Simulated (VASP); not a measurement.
Write the native input for VASP 6.6.1 that does the following.

```
Task                   : single point
Functional             : PBE
Potentials or basis    : VASP PAW PBE potentials, release 64 (Pb_d, O)
Cutoff                 : 520 eV
k mesh                 : 5 × 5 × 5
Occupations            : methfessel-paxton, width 0.05 eV
Spin                   : no spin polarisation
Dipole correction      : no
Further INCAR settings : ALGO = Normal; EDIFF = 1e-06; NBANDS = 43
```

The structure of Pb2O lies in POSCAR:

```
Pb2O
1.0
    5.1555677662      0.0000000000      0.0000000000
    0.0000000000      5.1555677662      0.0000000000
    0.0000000000      0.0000000000      5.1555677662
Pb O
4 2
Direct
    0.2500000000      0.2500000000      0.2500000000
    0.7500000000      0.7500000000      0.2500000000
    0.2500000000      0.7500000000      0.7500000000
    0.7500000000      0.2500000000      0.7500000000
    0.0000000000      0.0000000000      0.0000000000
    0.5000000000      0.5000000000      0.5000000000
```

One way to write it, as run:

INCAR

```
SYSTEM = Pb2O
PREC = Accurate
ENCUT = 520
EDIFF = 1E-6
ISMEAR = 1
SIGMA = 0.05
LREAL = .FALSE.
LASPH = .TRUE.
NELM = 80
ALGO = Normal
ISIF = 2
LWAVE = .FALSE.
LCHARG = .FALSE.
GGA = PE
NBANDS = 43
```

KPOINTS

```
regular mesh
0
G
  5 5 5
  0 0 0
```

Potentials or basis: VASP PAW PBE potentials, release 64 (Pb_d, O).

Command:

```sh
$ cat potpaw_PBE.64/Pb_d/POTCAR potpaw_PBE.64/O/POTCAR > POTCAR
$ mpirun -np 1 vasp_std > vasp.out
```

Results of the run:

| Quantity | Value |
| --- | --- |
| Pressure | 12.9 GPa |
| Band gap on the k mesh | zero (bands 34 and 35 overlap by 0.44 eV) |

Caveat: the cell stands under pressure; semilocal functionals underestimate gaps, so a narrow gap can read as zero; spin-orbit coupling is left out, which moves the levels of the heavy elements.

It took 49 s on 1 thread of Intel(R) Xeon(R) Platinum 8488C (Sapphire Rapids) (shared host), peak memory 0.25 GiB.
